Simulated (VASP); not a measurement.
# NaYC in VASP: a series of runs, part 2 of 2

VASP 6.6.1. Earlier steps stand in the parts before.

**3. Single point, PBE**

This run uses another cell than the first one, of 23.65 Å³/atom.

INCAR reads:

```
PREC = Accurate
ENCUT = 520
EDIFF = 1E-7
ISMEAR = 0
SIGMA = 0.1
LREAL = F
LASPH = T
NELM = 60
ALGO = Normal
ISIF = 2
LWAVE = F
LCHARG = T
GGA = PE
LELF = T
LVHAR = T
NBANDS = 18
```

KPOINTS reads:

```
regular mesh
0
Gamma
  12 12 10
```

POSCAR reads:

```
NaYC
1.0
    3.9713778863      0.0000000000      0.0000000000
    0.0000000000      3.9713778863      0.0000000000
    0.0000000000      0.0000000000      4.4993670891
Na Y C
1 1 1
Direct
    0.0000000000      0.0000000000      0.0000000000
    0.5000000000      0.5000000000      0.5000000000
    0.5000000000      0.5000000000      0.0000000000
```

Potentials or basis: VASP PAW PBE potentials, release 64 (Na_pv, Y_sv, C).

On the command line:

```sh
$ cat potpaw_PBE.64/Na_pv/POTCAR potpaw_PBE.64/Y_sv/POTCAR potpaw_PBE.64/C/POTCAR > POTCAR
$ mpirun -np 1 vasp_std > vasp.out
```

OUTCAR:

```text
PREC = Accurate
   ENCUT = 520
   EDIFF = 1E-7
   ISMEAR = 0
   LREAL = F
   LASPH = T
   NELM = 60
   ISIF = 2
   GGA = PE

 ion  position               nearest neighbor table
   1  0.000  0.000  0.000-
   2  0.500  0.500  0.500-   3 2.25   3 2.25
   3  0.500  0.500  0.000-   2 2.25   2 2.25

  LATTYP: Found a simple tetragonal cell.
 ALAT       =     3.9713778863
 C/A-ratio  =     1.1329486183

  Lattice vectors:

 A1 = (   3.9713778863,   0.0000000000,   0.0000000000)
 A2 = (   0.0000000000,   3.9713778863,   0.0000000000)
 A3 = (   0.0000000000,   0.0000000000,   4.4993670891)

Analysis of symmetry for initial positions (statically):
=====================================================================
 Subroutine PRICEL returns:
 Original cell was already a primitive cell.

 Routine SETGRP: Setting up the symmetry group for a
 simple tetragonal supercell.

 Subroutine GETGRP returns: Found 16 space group operations
 (whereof 16 operations were pure point group operations)
 out of a pool of 16 trial point group operations.

The static configuration has the point symmetry D_4h.

Analysis of symmetry for dynamics (positions and initial velocities):
=====================================================================
 Subroutine PRICEL returns:
 Original cell was already a primitive cell.

 Routine SETGRP: Setting up the symmetry group for a
 simple tetragonal supercell.

 Subroutine GETGRP returns: Found 16 space group operations
 (whereof 16 operations were pure point group operations)
 out of a pool of 16 trial point group operations.

The dynamic configuration has the point symmetry D_4h.

 Subroutine INISYM returns: Found 16 space group operations
 (whereof 16 operations are pure point group operations),
 and found     1 'primitive' translations

----------------------------------------------------------------------------------------

                                     Primitive cell

  volume of cell :      70.9633

  direct lattice vectors                    reciprocal lattice vectors
     3.971377886  0.000000000  0.000000000     0.251801775  0.000000000  0.000000000
     0.000000000  3.971377886  0.000000000     0.000000000  0.251801775  0.000000000
     0.000000000  0.000000000  4.499367089     0.000000000  0.000000000  0.222253481

  length of vectors
     3.971377886  3.971377886  4.499367089     0.251801775  0.251801775  0.222253481

  position of ions in fractional coordinates (direct lattice)
     0.000000000  0.000000000  0.000000000
     0.500000000  0.500000000  0.500000000
     0.500000000  0.500000000  0.000000000

  ion indices of the primitive-cell ions
   primitive index   ion index
                 1           1
                 2           2
                 3           3

----------------------------------------------------------------------------------------

 KPOINTS: regular mesh

Automatic generation of k-mesh.
 Grid dimensions read from file:
 generate k-points for:   12   12   10

 Generating k-lattice:

  Cartesian coordinates                     Fractional coordinates (reciprocal lattice)
     0.020983481  0.000000000  0.000000000     0.083333333  0.000000000  0.000000000
     0.000000000  0.020983481  0.000000000     0.000000000  0.083333333  0.000000000
     0.000000000  0.000000000  0.022225348     0.000000000  0.000000000  0.100000000

  Length of vectors
     0.020983481  0.020983481  0.022225348

  Shift w.r.t. Gamma in fractional coordinates (k-lattice)
     0.000000000  0.000000000  0.000000000

 Subroutine IBZKPT returns following result:
 ===========================================

 Found    168 irreducible k-points:

 Following reciprocal coordinates:
            Coordinates               Weight
  0.000000  0.000000  0.000000      1.000000
  0.083333  0.000000  0.000000      4.000000
  0.166667  0.000000  0.000000      4.000000
  0.250000  0.000000  0.000000      4.000000
  0.333333  0.000000  0.000000      4.000000
  0.416667  0.000000  0.000000      4.000000
[... 16 lines left out ...]
  0.333333  0.333333  0.000000      4.000000
  0.416667  0.333333  0.000000      8.000000
 [... further k-points ...]
   k-points           NKPTS =    168   k-points in BZ     NKDIM =    168   number of bands    NBANDS=     18
   number of dos      NEDOS =    301   number of ions     NIONS =      3
   total plane-waves  NPLWV =  32400
   dimension x,y,z NGX =    30 NGY =   30 NGZ =   36
   dimension x,y,z NGXF=    60 NGYF=   60 NGZF=   72
   ions per type =               1   1   1
   NGX,Y,Z   is equivalent  to a cutoff of  12.56, 12.56, 13.30 a.u.
   NGXF,Y,Z  is equivalent  to a cutoff of  25.12, 25.12, 26.60 a.u.
 SYSTEM =  unknown system
   PREC   = accura    normal or accurate (medium, high low for compatibility)
   ISTART =      0    job   : 0-new  1-cont  2-samecut
   ICHARG =      2    charge: 1-file 2-atom 10-const
   ISPIN  =      1    spin polarized calculation?
   LNONCOLLINEAR =      F non collinear calculations
   LSORBIT =      F    spin-orbit coupling
   LASPH  =      T    aspherical Exc in radial PAW
   ENCUT  =  520.0 eV  38.22 Ry    6.18 a.u.   7.38  7.38  8.37*2*pi/ulx,y,z
   NELM   =     60;   NELMIN=  2; NELMDL= -5     # of ELM steps
   EDIFF  = 0.1E-06   stopping-criterion for ELM
   LREAL  =      F    real-space projection
   EDIFFG = 0.1E-05   stopping-criterion for IOM
   NSW    =      0    number of steps for IOM
   IBRION =     -1    ionic relax: 0-MD 1-quasi-New 2-CG
   NFREE  =      0    steps in history (QN), initial steepest desc. (CG)
   ISIF   =      2    stress and relaxation
   ISYM   =      2    0-nonsym 1-usesym 2-fastsym
   POTIM  = 0.5000    time-step for ionic-motion
   TEBEG  =    0.0;   TEEND  =   0.0 temperature during run
   PSTRESS=    0.0 pullay stress
   NELECT =      22.0000    total number of electrons
   NUPDOWN=      -1.0000    fix difference up-down
   EMIN   =  10.00;   EMAX   =-10.00  energy-range for DOS
   EFERMI =   0.00;   METHOD = LEGACY
   ISMEAR =     0;   SIGMA  =   0.10  broadening in eV -4-tet -1-fermi 0-gaus
   EFERMI_NEDOS =   21; number of points for ismear=-14 and -15
   IALGO  =     38    algorithm
   IMIX   =      4    mixing-type and parameters
     AMIX     =   0.40;   BMIX     =  1.00
     AMIX_MAG =   1.60;   BMIX_MAG =  1.00
  volume/ion in A,a.u.               =      23.65       159.63
  Fermi-wavevector in a.u.,A,eV,Ry     =   1.107995  2.093807 16.703230  1.227653
  Thomas-Fermi vector in A             =   2.244516
   LORBIT       =      0    0 simple, 1 ext, 2 COOP (PROOUT), +10 PAW based schemes
   GGA     = PE    functional components
   LHFCALC =     F    Hartree Fock is set to
   AEXX    =    0.0000 exact exchange contribution
   IVDW    =     0    specifies the selected vdW correction
   LEPSILON=     F    determine dielectric tensor
   LRPA    =     F    only Hartree local field effects (RPA)
 non-spin polarized calculation
 Gauss-broadening in eV      SIGMA  =   0.10
  energy-cutoff  :      520.00
  volume of cell :       70.96
 maximum number of plane-waves:      1941
 NGX is ok and might be reduce to    30
   NGX = 15   NGY = 15   NGZ = 17

 number of electron      21.9999994 magnetization

 Free energy of the ion-electron system (eV)
  ---------------------------------------------------
  ext. energy  EPLUGINS =         0.00000000
  ---------------------------------------------------
  free energy    TOTEN  =       -14.31155356 eV

  energy without entropy =      -14.30073526  energy(sigma->0) =      -14.30614441

 E-fermi :   1.6486     XC(G=0):  -8.6279

 val. band max:        1.6457418626   @ k =   0.5000   0.5000   0.2000
 cond. band min:       1.6558969764   @ k =   0.0000   0.0000   0.2000
 fundamental gap:      0.0101551138
 Fermi energy:         1.6485756305

 k-point     1 :       0.0000    0.0000    0.0000
  band No.  band energies     occupation
      1     -40.6248      2.00000
      2     -21.5869      2.00000
      3     -21.4692      2.00000
      4     -21.4692      2.00000
      5     -20.7289      2.00000
      6     -20.7289      2.00000
[... 10 lines left out ...]
     17       7.9276      0.00000
     18       8.9505      0.00000
[... 463 lines left out ...]
 k-point    24 :       0.4167    0.3333    0.0000
  band No.  band energies     occupation
      1     -40.6150      2.00000
      2     -21.5816      2.00000
      3     -21.4814      2.00000
      4     -21.4785      2.00000
      5     -20.8219      2.00000
      6     -20.7999      2.00000
[... 10 lines left out ...]
     17       7.4113      0.00000
     18       8.7957      0.00000

 [... further k-points ...]

------------------------ aborting loop because EDIFF is reached ----------------------------------------

  FORCE on cell =-STRESS in cart. coord.  units (eV):
  Direction    XX          YY          ZZ          XY          YZ          ZX
  --------------------------------------------------------------------------------------
  -------------------------------------------------------------------------------------
  Total       -0.0100085     -0.0100085     -0.0167159      0.0000000     -0.0000000     -0.0000000
  in kB       -0.2259669     -0.2259669     -0.3774043      0.0000000     -0.0000000     -0.0000000
  external PRESSURE =      -0.2764460 kB  Pullay stress =       0.0000000 kB

 VOLUME and BASIS-vectors are now :
 -----------------------------------------------------------------------------
  energy-cutoff  :      520.00
  volume of cell :       70.96
      direct lattice vectors                 reciprocal lattice vectors
     3.971377886  0.000000000  0.000000000     0.251801775  0.000000000  0.000000000
     0.000000000  3.971377886  0.000000000     0.000000000  0.251801775  0.000000000
     0.000000000  0.000000000  4.499367089     0.000000000  0.000000000  0.222253481

 POSITION                                       TOTAL-FORCE (eV/Angst)
 -----------------------------------------------------------------------------------
      0.00000      0.00000      0.00000         0.000000      0.000000      0.000000
      1.98569      1.98569      2.24968         0.000000      0.000000      0.000000
      1.98569      1.98569      0.00000         0.000000      0.000000      0.000000
 -----------------------------------------------------------------------------------
    total drift:                                0.000000      0.000000      0.000000

  FREE ENERGIE OF THE ION-ELECTRON SYSTEM (eV)
  ---------------------------------------------------
  free  energy   TOTEN  =       -14.3115535600 eV

  energy  without entropy=      -14.3007352613  energy(sigma->0) =      -14.30614441
```

Wall time 4.8 min (1 thread of Intel Xeon Platinum 8488C (Sapphire Rapids), shared host); peak memory 0.36 GiB.

Results:

- Free energy: -14.3116 eV
- Pressure: 0.0 GPa
- Band gap on the k mesh: zero (bands 11 and 12 overlap by 2.03 eV)

Levels at points of the mesh, in eV from the Fermi level:
```csv
k point,band 7,band 8,band 9,band 10,band 11,band 12,band 13,band 14,band 15,band 16
"(0.00, 0.00, 0.00)",-22.16,-9.13,-2.12,0.50,0.50,0.63,0.74,3.37,3.37,3.74
"(0.50, 0.00, 0.00)",-22.15,-8.81,-2.02,-0.11,0.64,1.06,1.70,2.39,2.42,3.58
"(0.50, 0.50, 0.00)",-22.14,-8.63,-1.10,-1.10,-0.47,1.30,2.07,2.07,4.62,4.76
"(0.00, 0.00, 0.50)",-22.24,-7.77,-2.85,-1.35,-0.60,-0.60,0.91,3.11,3.83,6.36
"(0.50, 0.00, 0.50)",-22.22,-7.45,-2.47,-2.35,-0.47,0.16,0.86,2.55,4.90,5.59
"(0.50, 0.50, 0.50)",-22.21,-7.26,-2.16,-1.95,-1.95,0.01,3.23,3.23,4.66,4.83
```

**4. Relaxation of cell and atoms, PBE**

This run uses another cell than the first one, of 23.53 Å³/atom.

INCAR reads:

```
SYSTEM = NaYC
PREC = Accurate
ENCUT = 600
EDIFF = 1E-6
ISMEAR = 0
SIGMA = 0.1
LREAL = .FALSE.
LASPH = .TRUE.
NELM = 60
ALGO = Normal
ISIF = 3
LWAVE = .FALSE.
LCHARG = .FALSE.
GGA = PE
IBRION = 2
NSW = 100
EDIFFG = -0.01
```

KPOINTS reads:

```
regular mesh
0
G
  12 12 10
  0 0 0
```

POSCAR reads:

```
NaYC
1.0
    3.9567021488      0.0000000000      0.0000000000
    0.0000000000      3.9567021488      0.0000000000
    0.0000000000      0.0000000000      4.5092004916
Na Y C
1 1 1
Direct
    0.0000000000      0.0000000000      0.0000000000
    0.5000000000      0.5000000000      0.5000000000
    0.5000000000      0.5000000000      0.0000000000
```

On the command line:

```sh
$ cat potpaw_PBE.64/Na_pv/POTCAR potpaw_PBE.64/Y_sv/POTCAR potpaw_PBE.64/C/POTCAR > POTCAR
$ mpirun -np 1 vasp_std > vasp.out
```

Wall time 5.8 min (1 thread of Intel Xeon Platinum 8488C (Sapphire Rapids), shared host); peak memory 0.41 GiB.

Results (log left out):

```
Free energy                           : -14.3116 eV
Relaxed volume                        : 23.54 Å³/atom
Relaxed cell                          : a = 3.962 Å, b = 3.962 Å, c = 4.499 Å, α = 90.00°, β = 90.00°, γ = 90.00°
Space group after relaxing (to 0.1 Å) : P4/mmm (No. 123)
Energy gained by relaxing             : 0.1 meV/atom
Ionic steps                           : 4
Pressure after relaxing               : 0.1 GPa
Band gap on the k mesh                : zero (bands 11 and 12 overlap by 2.03 eV)
```

Step by step:
| step | energy change (eV) | largest force (eV/Å) | pressure (GPa) | volume (Å³) |
| --- | --- | --- | --- | --- |
| 1 | 0.0000 | 0.0000 | -0.07 | 70.59 |
| 2 | -0.0002 | 0.0000 | 0.15 | 70.49 |
| 3 | -0.0002 | 0.0000 | 0.09 | 70.51 |
| 4 | -0.0003 | 0.0000 | 0.05 | 70.63 |

Final structure:
```cif
data_structure
_symmetry_space_group_name_H-M 'P 1'
_symmetry_Int_Tables_number 1
_cell_length_a 3.9622
_cell_length_b 3.9622
_cell_length_c 4.4990
_cell_angle_alpha 90.000
_cell_angle_beta 90.000
_cell_angle_gamma 90.000
_cell_volume 70.63
loop_
_atom_site_label
_atom_site_type_symbol
_atom_site_fract_x
_atom_site_fract_y
_atom_site_fract_z
_atom_site_occupancy
Na1 Na 0.00000 0.00000 0.00000 1
Y1 Y 0.50000 0.50000 0.50000 1
C1 C 0.50000 0.50000 0.00000 1
```

Levels at points of the mesh, in eV from the Fermi level:
```
           k point  band 8  band 9  band 10  band 11  band 12  band 13  band 14  band 15
(0.00, 0.00, 0.00)   -9.13   -2.12     0.50     0.50     0.63     0.73     3.38     3.38
(0.50, 0.00, 0.00)   -8.82   -2.02    -0.11     0.64     1.06     1.69     2.39     2.43
(0.50, 0.50, 0.00)   -8.63   -1.11    -1.11    -0.48     1.31     2.07     2.07     4.65
(0.00, 0.00, 0.50)   -7.78   -2.85    -1.36    -0.59    -0.59     0.91     3.13     3.85
(0.50, 0.00, 0.50)   -7.46   -2.48    -2.35    -0.46     0.16     0.87     2.55     4.93
(0.50, 0.50, 0.50)   -7.26   -2.16    -1.96    -1.96     0.00     3.25     3.25     4.68
```

**5. Summary**

| task | cell | k mesh | cutoff (eV) | gap on the mesh (eV) | pressure (GPa) |
| --- | --- | --- | --- | --- | --- |
| single point | a = 3.728, b = 3.754, c = 3.783 Å, 3 atoms | 6 × 6 × 6 | 520 | none | 29.6 |
| single point | a = 3.971, b = 3.971, c = 4.499 Å, 3 atoms | 12 × 12 × 10 | 520 | none | 0.0 |
| relaxation of cell and atoms | relaxed from a = 3.957, b = 3.957, c = 4.509 Å, 3 atoms | 12 × 12 × 10 | 600 | none | 0.1 |

Alike in all rows: level PBE; potentials or basis VASP PAW PBE potentials, release 64 (Na_pv, Y_sv, C); no spin polarisation; smearing gaussian 0.1 eV.

Caveats: the stress differs along the axes, from 9 to 69 GPa (at least some runs).

Total energies depend on the potentials used, so only differences within one code and one set of settings carry meaning.

The gap in the log of VASP goes by the Fermi energy; the results here count the filled bands.